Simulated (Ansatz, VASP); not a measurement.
**Sr in VASP and in Ansatz**

Contents of INCAR:

```
SYSTEM = Sr
PREC = Accurate ; ENCUT = 520
EDIFF = 1E-7 ; ISMEAR = -1
SIGMA = 0.05 ; LREAL = .False.
LASPH = .True. ; NELM = 60
ALGO = Normal ; ISIF = 2
LWAVE = .False. ; LCHARG = .True.
LELF = .True. ; LVHAR = .True.
NBANDS = 11
```

The input KPOINTS:

```
regular mesh
0
Gamma
  10 10 10
  0 0 0
```

File POSCAR:

```
Sr
1.0
    3.0739943868      0.0000000000      0.0000000000
    0.0000000000      3.0739943868      0.0000000000
    0.0000000000      0.0000000000      3.0739943868
Sr
1
Direct
    0.0000000000      0.0000000000      0.0000000000
```

Input for Ansatz:

```yaml
crystal:
  lattice:
    - [3.0739943868, 0.0, 0.0]
    - [0.0, 3.0739943868, 0.0]
    - [0.0, 0.0, 3.0739943868]
  atoms:
    - { symbol: Sr, position: [0.0, 0.0, 0.0] }
kpoints:
  mp_grid: { grid: [10, 10, 10] }
scf:
  occupations: { method: fermi_dirac, width: 0.05 }
hamiltonian:
  xc: lda
  pseudopotentials: { kind: all_electron, lapw: { basis_error: 0.001 } }
output:
  forces: true
  stress: true
  eigenvalues: true
  populations: true
```

Change from the starting cell: volume scaled by 0.6, LAPW.

Alike in both runs: task single point; functional LDA; k mesh 10 × 10 × 10; occupations fermi-dirac, width 0.05 eV; no spin polarisation.

|  | VASP | Ansatz |
| --- | --- | --- |
| version | VASP 6.6.1 | Ansatz 0.2.0 |
| potentials or method | VASP PAW LDA potentials, release 64 (Sr_sv), cutoff 520 eV | all-electron LAPW, scalar-relativistic |

```tsv
	VASP	Ansatz	Ansatz less VASP
pressure (GPa)	12.4	12.2	-0.21
```

LDA's correlation is that of Perdew and Zunger in VASP and of Perdew and Wang (1992) in Ansatz. Ansatz ran all-electron here, and VASP with PAW potentials.
